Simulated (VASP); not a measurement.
# SiO2 (P4_12_12) in VASP: single point with PBE

Aim: the single point of SiO2 with PBE.

All numbers are computed with VASP 6.6.1; they aren't measurements. Logs are shortened: lines on timing, memory, paths and dates and some standing lists are left out, and cuts for length are marked.

### 1 The cell of the first run

The structure is tetragonal, space group P4_12_12 (No. 92). Conventional cell: a = 4.978 Å, b = 4.978 Å, c = 6.948 Å, α = 90.00°, β = 90.00°, γ = 90.00°. Si (site symmetry 2) has 4 O at 1.63 Å within 2.2 Å. O (site symmetry 1) has 2 Si at 1.63 Å within 2.2 Å.

### 2 Single point, PBE

INCAR

```
  PREC = Accurate
  ENCUT = 520
  EDIFF = 1E-7
  ISMEAR = -1
  SIGMA = 0.02
  LREAL = F
  LASPH = T
  NELM = 100
  ALGO = Normal
  ISIF = 2
  LWAVE = F
  LCHARG = F
  GGA = PE
  NBANDS = 44
```

KPOINTS

```
Automatic mesh
0
Gamma
  5 5 4
```

POSCAR

```
SiO2
1.0
    4.9780000000      0.0000000000      0.0000000000
    0.0000000000      4.9780000000      0.0000000000
    0.0000000000      0.0000000000      6.9480000000
Si O
4 8
Direct
    0.3043136979      0.3043136979      0.0000000000
    0.1956863021      0.8043136979      0.2500000000
    0.6956863021      0.6956863021      0.5000000000
    0.8043136979      0.1956863021      0.7500000000
    0.2368485857      0.1149240455      0.1843524453
    0.3850759545      0.7368485857      0.4343524453
    0.7631514143      0.8850759545      0.6843524453
    0.6149240455      0.2631514143      0.9343524453
    0.7368485857      0.3850759545      0.5656475547
    0.8850759545      0.7631514143      0.3156475547
    0.2631514143      0.6149240455      0.0656475547
    0.1149240455      0.2368485857      0.8156475547
```

Potentials or basis: VASP PAW PBE potentials, release 64 (Si, O).

Command:

```console
cat potpaw_PBE.64/Si/POTCAR potpaw_PBE.64/O/POTCAR > POTCAR
mpirun -np 1 vasp_std > vasp.out
```

OUTCAR:

```text
PREC = Accurate
   ENCUT = 520
   EDIFF = 1E-7
   ISMEAR = -1
   LREAL = F
   LASPH = T
   NELM = 100
   ISIF = 2
   GGA = PE

 ion  position               nearest neighbor table
   1  0.304  0.304  0.000-   8 1.63  11 1.63   5 1.63  12 1.63   2 3.08   4 3.08   2 3.08   4 3.08

   2  0.196  0.804  0.250-   5 1.63  10 1.63   6 1.63  11 1.63   1 3.08   3 3.08   1 3.08   3 3.08

   3  0.696  0.696  0.500-   6 1.63   9 1.63   7 1.63  10 1.63   2 3.08   4 3.08   4 3.08   2 3.08

   4  0.804  0.196  0.750-   7 1.63  12 1.63   9 1.63   8 1.63   1 3.08   3 3.08   3 3.08   1 3.08

   5  0.237  0.115  0.184-   2 1.63   1 1.63
   6  0.385  0.737  0.434-   3 1.63   2 1.63
   7  0.763  0.885  0.684-   4 1.63   3 1.63
   8  0.615  0.263  0.934-   1 1.63   4 1.63
   9  0.737  0.385  0.566-   3 1.63   4 1.63
  10  0.885  0.763  0.316-   2 1.63   3 1.63
  11  0.263  0.615  0.066-   1 1.63   2 1.63
  12  0.115  0.237  0.816-   4 1.63   1 1.63

  LATTYP: Found a simple tetragonal cell.
 ALAT       =     4.9780000000
 C/A-ratio  =     1.3957412616

  Lattice vectors:

 A1 = (   4.9780000000,   0.0000000000,   0.0000000000)
 A2 = (   0.0000000000,   4.9780000000,   0.0000000000)
 A3 = (   0.0000000000,   0.0000000000,   6.9480000000)

Analysis of symmetry for initial positions (statically):
=====================================================================
 Subroutine PRICEL returns:
 Original cell was already a primitive cell.

 Routine SETGRP: Setting up the symmetry group for a
 simple tetragonal supercell.

 Subroutine GETGRP returns: Found  8 space group operations
 (whereof  2 operations were pure point group operations)
 out of a pool of 16 trial point group operations.

The static configuration has the point symmetry C_2 .
 The point group associated with its full space group is D_4 .

Analysis of symmetry for dynamics (positions and initial velocities):
=====================================================================
 Subroutine PRICEL returns:
 Original cell was already a primitive cell.

 Routine SETGRP: Setting up the symmetry group for a
 simple tetragonal supercell.

 Subroutine GETGRP returns: Found  8 space group operations
 (whereof  2 operations were pure point group operations)
 out of a pool of 16 trial point group operations.

The dynamic configuration has the point symmetry C_2 .
 The point group associated with its full space group is D_4 .

 Subroutine INISYM returns: Found  8 space group operations
 (whereof  2 operations are pure point group operations),
 and found     1 'primitive' translations

----------------------------------------------------------------------------------------

                                     Primitive cell

  volume of cell :     172.1748

  direct lattice vectors                    reciprocal lattice vectors
     4.978000000  0.000000000  0.000000000     0.200883889  0.000000000  0.000000000
     0.000000000  4.978000000  0.000000000     0.000000000  0.200883889  0.000000000
     0.000000000  0.000000000  6.948000000     0.000000000  0.000000000  0.143926310

  length of vectors
     4.978000000  4.978000000  6.948000000     0.200883889  0.200883889  0.143926310

  position of ions in fractional coordinates (direct lattice)
     0.304313698  0.304313698  0.000000000
     0.195686302  0.804313698  0.250000000
     0.695686302  0.695686302  0.500000000
     0.804313698  0.195686302  0.750000000
     0.236848586  0.114924045  0.184352445
     0.385075955  0.736848586  0.434352445
     0.763151414  0.885075955  0.684352445
     0.614924045  0.263151414  0.934352445
     0.736848586  0.385075955  0.565647555
     0.885075955  0.763151414  0.315647555
     0.263151414  0.614924045  0.065647555
     0.114924045  0.236848586  0.815647555

  ion indices of the primitive-cell ions
   primitive index   ion index
                 1           1
                 2           2
                 3           3
                 4           4
                 5           5
                 6           6
                 7           7
                 8           8
                 9           9
                10          10
                11          11
                12          12

----------------------------------------------------------------------------------------

 KPOINTS: Automatic mesh

Automatic generation of k-mesh.
 Grid dimensions read from file:
 generate k-points for:    5    5    4

 Generating k-lattice:

  Cartesian coordinates                     Fractional coordinates (reciprocal lattice)
     0.040176778  0.000000000  0.000000000     0.200000000  0.000000000  0.000000000
     0.000000000  0.040176778  0.000000000     0.000000000  0.200000000  0.000000000
     0.000000000  0.000000000  0.035981577     0.000000000  0.000000000  0.250000000

  Length of vectors
     0.040176778  0.040176778  0.035981577

  Shift w.r.t. Gamma in fractional coordinates (k-lattice)
     0.000000000  0.000000000  0.000000000

 Subroutine IBZKPT returns following result:
 ===========================================

 Found     18 irreducible k-points:

 Following reciprocal coordinates:
            Coordinates               Weight
  0.000000  0.000000  0.000000      1.000000
  0.200000  0.000000  0.000000      4.000000
  0.400000  0.000000  0.000000      4.000000
  0.200000  0.200000  0.000000      4.000000
  0.400000  0.200000  0.000000      8.000000
  0.400000  0.400000  0.000000      4.000000
[... 10 lines left out ...]
  0.400000  0.200000  0.500000      8.000000
  0.400000  0.400000  0.500000      4.000000
   k-points           NKPTS =     18   k-points in BZ     NKDIM =     18   number of bands    NBANDS=     44
   number of dos      NEDOS =    301   number of ions     NIONS =     12
   total plane-waves  NPLWV =  86400
   dimension x,y,z NGX =    40 NGY =   40 NGZ =   54
   dimension x,y,z NGXF=    80 NGYF=   80 NGZF=  108
   ions per type =               4   8
   NGX,Y,Z   is equivalent  to a cutoff of  13.36, 13.36, 12.92 a.u.
   NGXF,Y,Z  is equivalent  to a cutoff of  26.72, 26.72, 25.84 a.u.
 SYSTEM =  unknown system
   PREC   = accura    normal or accurate (medium, high low for compatibility)
   ISTART =      0    job   : 0-new  1-cont  2-samecut
   ICHARG =      2    charge: 1-file 2-atom 10-const
   ISPIN  =      1    spin polarized calculation?
   LNONCOLLINEAR =      F non collinear calculations
   LSORBIT =      F    spin-orbit coupling
   LASPH  =      T    aspherical Exc in radial PAW
   ENCUT  =  520.0 eV  38.22 Ry    6.18 a.u.   9.26  9.26 12.92*2*pi/ulx,y,z
   NELM   =    100;   NELMIN=  2; NELMDL= -5     # of ELM steps
   EDIFF  = 0.1E-06   stopping-criterion for ELM
   LREAL  =      F    real-space projection
   EDIFFG = 0.1E-05   stopping-criterion for IOM
   NSW    =      0    number of steps for IOM
   IBRION =     -1    ionic relax: 0-MD 1-quasi-New 2-CG
   NFREE  =      0    steps in history (QN), initial steepest desc. (CG)
   ISIF   =      2    stress and relaxation
   ISYM   =      2    0-nonsym 1-usesym 2-fastsym
   POTIM  = 0.5000    time-step for ionic-motion
   TEBEG  =    0.0;   TEEND  =   0.0 temperature during run
   PSTRESS=    0.0 pullay stress
   NELECT =      64.0000    total number of electrons
   NUPDOWN=      -1.0000    fix difference up-down
   EMIN   =  10.00;   EMAX   =-10.00  energy-range for DOS
   EFERMI =   0.00;   METHOD = LEGACY
   ISMEAR =    -1;   SIGMA  =   0.02  broadening in eV -4-tet -1-fermi 0-gaus
   EFERMI_NEDOS =   21; number of points for ismear=-14 and -15
   IALGO  =     38    algorithm
   IMIX   =      4    mixing-type and parameters
     AMIX     =   0.40;   BMIX     =  1.00
     AMIX_MAG =   1.60;   BMIX_MAG =  1.00
  volume/ion in A,a.u.               =      14.35        96.82
  Fermi-wavevector in a.u.,A,eV,Ry     =   1.177095  2.224388 18.851598  1.385553
  Thomas-Fermi vector in A             =   2.313448
   LORBIT       =      0    0 simple, 1 ext, 2 COOP (PROOUT), +10 PAW based schemes
   GGA     = PE    functional components
   LHFCALC =     F    Hartree Fock is set to
   AEXX    =    0.0000 exact exchange contribution
   IVDW    =     0    specifies the selected vdW correction
   LEPSILON=     F    determine dielectric tensor
   LRPA    =     F    only Hartree local field effects (RPA)
 non-spin polarized calculation
  energy-cutoff  :      520.00
  volume of cell :      172.17
 maximum number of plane-waves:      4662
 NGX is ok and might be reduce to    40
   NGX = 19   NGY = 19   NGZ = 25

 number of electron      64.0000011 magnetization

 Free energy of the ion-electron system (eV)
  ---------------------------------------------------
  ext. energy  EPLUGINS =         0.00000000
  ---------------------------------------------------
  free energy    TOTEN  =       -94.89587811 eV

  energy without entropy =      -94.89587811  energy(sigma->0) =      -94.89587811

 E-fermi :   0.5873     XC(G=0):  -8.4581

 val. band max:        0.1134469180   @ k =   0.0000   0.0000   0.0000
 cond. band min:       5.7302755928   @ k =   0.0000   0.0000   0.0000
 fundamental gap:      5.6168286748
 Fermi energy:         0.5872524301

 k-point     1 :       0.0000    0.0000    0.0000
  band No.  band energies     occupation
      1     -19.2393      2.00000
      2     -18.3549      2.00000
      3     -18.3549      2.00000
      4     -17.2310      2.00000
      5     -17.1641      2.00000
      6     -17.1602      2.00000
[... 36 lines left out ...]
     43      11.3917      0.00000
     44      11.7692      0.00000

 k-point     2 :       0.2000    0.0000    0.0000
  band No.  band energies     occupation
      1     -19.1570      2.00000
      2     -18.4351      2.00000
      3     -18.2578      2.00000
      4     -17.2936      2.00000
      5     -17.2358      2.00000
      6     -17.1882      2.00000
[... 744 lines left out ...]
 k-point    18 :       0.4000    0.4000    0.5000
  band No.  band energies     occupation
      1     -18.5256      2.00000
      2     -18.5256      2.00000
      3     -18.0904      2.00000
      4     -18.0904      2.00000
      5     -17.2358      2.00000
      6     -17.2358      2.00000
[... 36 lines left out ...]
     43      10.6964      0.00000
     44      10.6964      0.00000

------------------------ aborting loop because EDIFF is reached ----------------------------------------

  FORCE on cell =-STRESS in cart. coord.  units (eV):
  Direction    XX          YY          ZZ          XY          YZ          ZX
  --------------------------------------------------------------------------------------
  -------------------------------------------------------------------------------------
  Total        1.5563828      1.5563828      1.0208347      0.0000000      0.0000000      0.0000000
  in kB       14.4829630     14.4829630      9.4994051      0.0000000      0.0000000      0.0000000
  external PRESSURE =      12.8217770 kB  Pullay stress =       0.0000000 kB

 VOLUME and BASIS-vectors are now :
 -----------------------------------------------------------------------------
  energy-cutoff  :      520.00
  volume of cell :      172.17
      direct lattice vectors                 reciprocal lattice vectors
     4.978000000  0.000000000  0.000000000     0.200883889  0.000000000  0.000000000
     0.000000000  4.978000000  0.000000000     0.000000000  0.200883889  0.000000000
     0.000000000  0.000000000  6.948000000     0.000000000  0.000000000  0.143926310

 POSITION                                       TOTAL-FORCE (eV/Angst)
 -----------------------------------------------------------------------------------
      1.51487      1.51487      0.00000         0.023764      0.023764      0.000000
      0.97413      4.00387      1.73700        -0.023764      0.023764      0.000000
      3.46313      3.46313      3.47400        -0.023764     -0.023764      0.000000
      4.00387      0.97413      5.21100         0.023764     -0.023764      0.000000
      1.17903      0.57209      1.28088         0.009826      0.002776     -0.005860
      1.91691      3.66803      3.01788        -0.002776      0.009826     -0.005860
      3.79897      4.40591      4.75488        -0.009826     -0.002776     -0.005860
      3.06109      1.30997      6.49188         0.002776     -0.009826     -0.005860
      3.66803      1.91691      3.93012         0.009826     -0.002776      0.005860
      4.40591      3.79897      2.19312        -0.002776     -0.009826      0.005860
      1.30997      3.06109      0.45612        -0.009826      0.002776      0.005860
      0.57209      1.17903      5.66712         0.002776      0.009826      0.005860
 -----------------------------------------------------------------------------------
    total drift:                               -0.000000      0.000000     -0.000000

  FREE ENERGIE OF THE ION-ELECTRON SYSTEM (eV)
  ---------------------------------------------------
  free  energy   TOTEN  =       -94.8958781065 eV

  energy  without entropy=      -94.8958781065  energy(sigma->0) =      -94.89587811
```

It took 3.1 min on 1 thread of Intel Xeon Platinum 8259CL at 2.50GHz (Skylake/Cascade Lake), shared host; peak memory 0.3 GiB.

Results:

```yaml
Free_energy: -94.8959 eV
Pressure: 1.3 GPa
Largest_force: 0.034 eV/Å
Band_gap_on_the_k_mesh: 5.62 eV
```

Forces in eV/Å, atoms in the order of the input:
```
Si   0.024  0.024  0.000
Si  -0.024  0.024  0.000
Si  -0.024 -0.024  0.000
Si   0.024 -0.024  0.000
O    0.010  0.003 -0.006
O   -0.003  0.010 -0.006
O   -0.010 -0.003 -0.006
O    0.003 -0.010 -0.006
O    0.010 -0.003  0.006
O   -0.003 -0.010  0.006
O   -0.010  0.003  0.006
O    0.003  0.010  0.006
```

Levels at points of the mesh, in eV from the valence-band top:
```tsv
k point	band 28	band 29	band 30	band 31	band 32	band 33	band 34	band 35	band 36	band 37
(0.00, 0.00, 0.00)	-1.24	-0.67	-0.34	-0.34	0.00	5.62	8.76	8.76	9.15	9.15
(0.00, 0.00, 0.50)	-0.87	-0.55	-0.55	-0.37	-0.37	6.88	6.88	9.30	9.30	9.61
```
